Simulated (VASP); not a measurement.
# HoO3 (Pm-3m) in VASP: single point with PBE

Aim: the single point of HoO3 with PBE.

Everything below comes from runs of VASP 6.6.1. Logs are shortened: lines on timing, memory, paths and dates and some standing lists are left out, and cuts for length are marked.

## (1) The cell of the first run

It takes space group Pm-3m (No. 221, cubic). Conventional cell: a = 4.412 Å, b = 4.412 Å, c = 4.412 Å, α = 90.00°, β = 90.00°, γ = 90.00°. Ho (site symmetry m-3m) has 6 O at 2.21 Å within 2.9 Å. Within 2.9 Å of O (site symmetry 4/mmm) lie 2 Ho at 2.21 Å.

## (2) Single point, PBE

Contents of POSCAR:

```
HoO3
1.0
    4.4120304244      0.0000000000      0.0000000000
    0.0000000000      4.4120304244      0.0000000000
    0.0000000000      0.0000000000      4.4120304244
Ho O
1 3
Direct
    0.5000000000      0.5000000000      0.5000000000
    0.5000000000      0.5000000000      0.0000000000
    0.0000000000      0.5000000000      0.5000000000
    0.5000000000      0.0000000000      0.5000000000
```

Contents of INCAR.step1:

```
ALGO = Normal
EDIFF = 1E-6
ENCUT = 520
GGA = PE
GGA_COMPAT = F
ISIF = 2
ISMEAR = 0
LASPH = T
LCHARG = T
LMAXMIX = 6
LORBIT = 11
LREAL = F
LWAVE = F
NBANDS = 22
NEDOS = 2001
NELM = 200
PREC = Accurate
SIGMA = 0.1
```

Contents of KPOINTS.step1:

```
k-points
0
Gamma
  10 10 10
```

Contents of INCAR.step2:

```
ALGO = Normal
EDIFF = 1E-6
ENCUT = 520
GGA = PE
GGA_COMPAT = F
ICHARG = 11
ISIF = 2
ISMEAR = -5
LASPH = T
LCHARG = F
LMAXMIX = 6
LORBIT = 10
LREAL = F
LWAVE = F
NEDOS = 2001
NELM = 200
PREC = Accurate
SIGMA = 0.1
```

Contents of KPOINTS.step2:

```
k-points
0
Gamma
  15 15 15
```

Potentials or basis: VASP PAW PBE potentials, release 64 (Ho_3, O), 4f in core.

Launch:

```
> cat potpaw_PBE.64/Ho_3/POTCAR potpaw_PBE.64/O/POTCAR > POTCAR
> cp INCAR.step1 INCAR
> cp KPOINTS.step1 KPOINTS
> mpirun -np 1 vasp_std > vasp.out
> cp INCAR.step2 INCAR
> cp KPOINTS.step2 KPOINTS
> mpirun -np 1 vasp_std > vasp.out
```

OUTCAR:

```text
EDIFF = 1E-6
   ENCUT = 520
   GGA = PE
   ICHARG = 11
   ISIF = 2
   ISMEAR = -5
   LASPH = T
   LORBIT = 10
   LREAL = F
   NELM = 200
   PREC = Accurate

 ion  position               nearest neighbor table
   1  0.500  0.500  0.500-   2 2.21   3 2.21   4 2.21   2 2.21   4 2.21   3 2.21
   2  0.500  0.500  0.000-   1 2.21   1 2.21
   3  0.000  0.500  0.500-   1 2.21   1 2.21
   4  0.500  0.000  0.500-   1 2.21   1 2.21

  LATTYP: Found a simple cubic cell.
 ALAT       =     4.4120304244

  Lattice vectors:

 A1 = (   4.4120304244,   0.0000000000,   0.0000000000)
 A2 = (   0.0000000000,   4.4120304244,   0.0000000000)
 A3 = (   0.0000000000,   0.0000000000,   4.4120304244)

Analysis of symmetry for initial positions (statically):
=====================================================================
 Subroutine PRICEL returns:
 Original cell was already a primitive cell.

 Routine SETGRP: Setting up the symmetry group for a
 simple cubic supercell.

 Subroutine GETGRP returns: Found 48 space group operations
 (whereof 48 operations were pure point group operations)
 out of a pool of 48 trial point group operations.

The static configuration has the point symmetry O_h .

Analysis of symmetry for dynamics (positions and initial velocities):
=====================================================================
 Subroutine PRICEL returns:
 Original cell was already a primitive cell.

 Routine SETGRP: Setting up the symmetry group for a
 simple cubic supercell.

 Subroutine GETGRP returns: Found 48 space group operations
 (whereof 48 operations were pure point group operations)
 out of a pool of 48 trial point group operations.

The dynamic configuration has the point symmetry O_h .

 Subroutine INISYM returns: Found 48 space group operations
 (whereof 48 operations are pure point group operations),
 and found     1 'primitive' translations

----------------------------------------------------------------------------------------

                                     Primitive cell

  volume of cell :      85.8846

  direct lattice vectors                    reciprocal lattice vectors
     4.412030424  0.000000000  0.000000000     0.226653015  0.000000000  0.000000000
     0.000000000  4.412030424  0.000000000     0.000000000  0.226653015  0.000000000
     0.000000000  0.000000000  4.412030424     0.000000000  0.000000000  0.226653015

  length of vectors
     4.412030424  4.412030424  4.412030424     0.226653015  0.226653015  0.226653015

  position of ions in fractional coordinates (direct lattice)
     0.500000000  0.500000000  0.500000000
     0.500000000  0.500000000  0.000000000
     0.000000000  0.500000000  0.500000000
     0.500000000  0.000000000  0.500000000

  ion indices of the primitive-cell ions
   primitive index   ion index
                 1           1
                 2           2
                 3           3
                 4           4

----------------------------------------------------------------------------------------

 KPOINTS: k-points

Automatic generation of k-mesh.
 Grid dimensions read from file:
 generate k-points for:   15   15   15

 Generating k-lattice:

  Cartesian coordinates                     Fractional coordinates (reciprocal lattice)
     0.015110201  0.000000000  0.000000000     0.066666667  0.000000000  0.000000000
     0.000000000  0.015110201  0.000000000     0.000000000  0.066666667  0.000000000
     0.000000000  0.000000000  0.015110201     0.000000000  0.000000000  0.066666667

  Length of vectors
     0.015110201  0.015110201  0.015110201

  Shift w.r.t. Gamma in fractional coordinates (k-lattice)
     0.000000000  0.000000000  0.000000000

 TETIRR: Found   1667 inequivalent tetrahedra from    20250

 Subroutine IBZKPT returns following result:
 ===========================================

 Found    120 irreducible k-points:

 Following reciprocal coordinates:
            Coordinates               Weight
  0.000000  0.000000  0.000000      1.000000
  0.066667  0.000000  0.000000      6.000000
  0.133333  0.000000  0.000000      6.000000
  0.200000  0.000000  0.000000      6.000000
  0.266667  0.000000  0.000000      6.000000
  0.333333  0.000000  0.000000      6.000000
[... 16 lines left out ...]
  0.266667  0.200000  0.000000     24.000000
  0.333333  0.200000  0.000000     24.000000
 [... further k-points ...]
   k-points           NKPTS =    120   k-points in BZ     NKDIM =    120   number of bands    NBANDS=     17
   number of dos      NEDOS =   2001   number of ions     NIONS =      4
   total plane-waves  NPLWV =  46656
   dimension x,y,z NGX =    36 NGY =   36 NGZ =   36
   dimension x,y,z NGXF=    72 NGYF=   72 NGZF=   72
   ions per type =               1   3
   NGX,Y,Z   is equivalent  to a cutoff of  13.56, 13.56, 13.56 a.u.
   NGXF,Y,Z  is equivalent  to a cutoff of  27.13, 27.13, 27.13 a.u.
 SYSTEM =  unknown system
   PREC   = accura    normal or accurate (medium, high low for compatibility)
   ISTART =      0    job   : 0-new  1-cont  2-samecut
   ICHARG =     11    charge: 1-file 2-atom 10-const
   ISPIN  =      1    spin polarized calculation?
   LNONCOLLINEAR =      F non collinear calculations
   LSORBIT =      F    spin-orbit coupling
   LASPH  =      T    aspherical Exc in radial PAW
   ENCUT  =  520.0 eV  38.22 Ry    6.18 a.u.   8.20  8.20  8.20*2*pi/ulx,y,z
   NELM   =    200;   NELMIN=  2; NELMDL=  0     # of ELM steps
   EDIFF  = 0.1E-05   stopping-criterion for ELM
   LREAL  =      F    real-space projection
   EDIFFG = 0.1E-04   stopping-criterion for IOM
   NSW    =      0    number of steps for IOM
   IBRION =     -1    ionic relax: 0-MD 1-quasi-New 2-CG
   NFREE  =      0    steps in history (QN), initial steepest desc. (CG)
   ISIF   =      2    stress and relaxation
   ISYM   =      2    0-nonsym 1-usesym 2-fastsym
   POTIM  = 0.5000    time-step for ionic-motion
   TEBEG  =    0.0;   TEEND  =   0.0 temperature during run
   PSTRESS=    0.0 pullay stress
   NELECT =      27.0000    total number of electrons
   NUPDOWN=      -1.0000    fix difference up-down
   EMIN   =  10.00;   EMAX   =-10.00  energy-range for DOS
   EFERMI =   0.00;   METHOD = LEGACY
   ISMEAR =    -5;   SIGMA  =   0.10  broadening in eV -4-tet -1-fermi 0-gaus
   EFERMI_NEDOS =   21; number of points for ismear=-14 and -15
   IALGO  =     38    algorithm
   IMIX   =      4    mixing-type and parameters
     AMIX     =   0.40;   BMIX     =  1.00
     AMIX_MAG =   1.60;   BMIX_MAG =  1.00
  volume/ion in A,a.u.               =      21.47       144.89
  Fermi-wavevector in a.u.,A,eV,Ry     =   1.113160  2.103567 16.859321  1.239125
  Thomas-Fermi vector in A             =   2.249742
   LORBIT       =     10    0 simple, 1 ext, 2 COOP (PROOUT), +10 PAW based schemes
   GGA     = PE    functional components
   LHFCALC =     F    Hartree Fock is set to
   AEXX    =    0.0000 exact exchange contribution
   IVDW    =     0    specifies the selected vdW correction
   LEPSILON=     F    determine dielectric tensor
   LRPA    =     F    only Hartree local field effects (RPA)
 non-spin polarized calculation
 Fermi weights with tetrahedron method with Bloechl corrections
  energy-cutoff  :      520.00
  volume of cell :       85.88
 maximum number of plane-waves:      2338
 NGX is ok and might be reduce to    36

 number of electron      26.9999978 magnetization

 Free energy of the ion-electron system (eV)
  ---------------------------------------------------
  ext. energy  EPLUGINS =         0.00000000
  ---------------------------------------------------
  free energy    TOTEN  =       -23.41810693 eV

  energy without entropy =      -23.41810693  energy(sigma->0) =      -23.41810693

 E-fermi :  -3.2981     XC(G=0):  -7.6394

 val. band max:       -3.2621378029   @ k =   0.0667   0.0667   0.0667
 cond. band min:      -3.3043123428   @ k =   0.2000   0.2000   0.1333
 fundamental gap:     -0.0421745399
 Fermi energy:        -3.2980610130

 k-point     1 :       0.0000    0.0000    0.0000
  band No.  band energies     occupation
      1     -23.2740      2.00000
      2     -23.2740      2.00000
      3     -23.2740      2.00000
      4     -19.0235      2.00000
      5     -18.7521      2.00000
      6     -18.7521      2.00000
[... 9 lines left out ...]
     16       3.4284      0.00000
     17       3.9921      0.00000

 k-point     2 :       0.0667    0.0000    0.0000
  band No.  band energies     occupation
      1     -23.2998      2.00000
      2     -23.2737      2.00000
      3     -23.2737      2.00000
      4     -19.0054      2.00000
      5     -18.7519      2.00000
      6     -18.7171      2.00000
[... 9 lines left out ...]
     16       3.4842      0.00000
     17       4.0125      0.00000

 k-point     3 :       0.1333    0.0000    0.0000
  band No.  band energies     occupation
      1     -23.3702      2.00000
      2     -23.2729      2.00000
      3     -23.2729      2.00000
      4     -18.9733      2.00000
      5     -18.7512      2.00000
      6     -18.6004      2.00000
[... 392 lines left out ...]
 k-point    23 :       0.2667    0.2000    0.0000
  band No.  band energies     occupation
      1     -23.5702      2.00000
      2     -23.4641      2.00000
      3     -23.2682      2.00000
      4     -18.8566      2.00000
      5     -18.4163      2.00000
      6     -18.1650      2.00000
[... 9 lines left out ...]
     16       4.4944      0.00000
     17       4.6968      0.00000

 k-point    24 :       0.3333    0.2000    0.0000
  band No.  band energies     occupation
      1     -23.6638      2.00000
      2     -23.4628      2.00000
      3     -23.2670      2.00000
      4     -18.8514      2.00000
      5     -18.4110      2.00000
      6     -17.9380      2.00000
[... 9 lines left out ...]
     16       4.4882      0.00000
     17       5.0123      0.00000

 [... further k-points ...]

------------------------ aborting loop because EDIFF is reached ----------------------------------------

  FORCE on cell =-STRESS in cart. coord.  units (eV):
  Direction    XX          YY          ZZ          XY          YZ          ZX
  --------------------------------------------------------------------------------------
  -------------------------------------------------------------------------------------
  Total        0.0610213      0.0610213      0.0610213     -0.0000000     -0.0000000      0.0000000
  in kB        1.1383520      1.1383520      1.1383520     -0.0000000     -0.0000000      0.0000000
  external PRESSURE =       1.1383520 kB  Pullay stress =       0.0000000 kB

 VOLUME and BASIS-vectors are now :
 -----------------------------------------------------------------------------
  energy-cutoff  :      520.00
  volume of cell :       85.88
      direct lattice vectors                 reciprocal lattice vectors
     4.412030424  0.000000000  0.000000000     0.226653015  0.000000000  0.000000000
     0.000000000  4.412030424  0.000000000     0.000000000  0.226653015  0.000000000
     0.000000000  0.000000000  4.412030424     0.000000000  0.000000000  0.226653015

 POSITION                                       TOTAL-FORCE (eV/Angst)
 -----------------------------------------------------------------------------------
      2.20602      2.20602      2.20602         0.000000      0.000000      0.000000
      2.20602      2.20602      0.00000         0.000000      0.000000      0.000000
      0.00000      2.20602      2.20602         0.000000      0.000000      0.000000
      2.20602      0.00000      2.20602         0.000000      0.000000      0.000000
 -----------------------------------------------------------------------------------
    total drift:                                0.000000      0.000000      0.000000

  FREE ENERGIE OF THE ION-ELECTRON SYSTEM (eV)
  ---------------------------------------------------
  free  energy   TOTEN  =       -23.4181069309 eV

  energy  without entropy=      -23.4181069309  energy(sigma->0) =      -23.41810693

 total charge

# of ion       s       p       d       tot
------------------------------------------
    1        0.390   6.971   1.425   8.786
    2        1.596   3.225   0.000   4.821
    3        1.596   3.225   0.000   4.821
    4        1.596   3.225   0.000   4.821
--------------------------------------------------
tot          5.179  16.646   1.425  23.250
```

It took 69 s on 1 thread of Intel Xeon 6975P-C (Granite Rapids), shared host; peak memory 0.31 GiB.

Results:

| Property | Result |
| --- | --- |
| Valence electrons inside the program's atomic spheres | Ho 8.79; O 4.82 |

Caveat: spin-orbit coupling is left out, which moves the levels of the heavy elements; the 4f electrons are frozen in the core, so they carry no moment and show no levels; an odd number of electrons without spin polarisation forces a metal; a magnetic or distorted state may lie lower; the run has no spin polarisation, though such a crystal can be magnetic; tetrahedron occupations give inexact forces and stress in metals. Spin polarisation is off, so any magnetic state and its effect on volume and gap are missing.
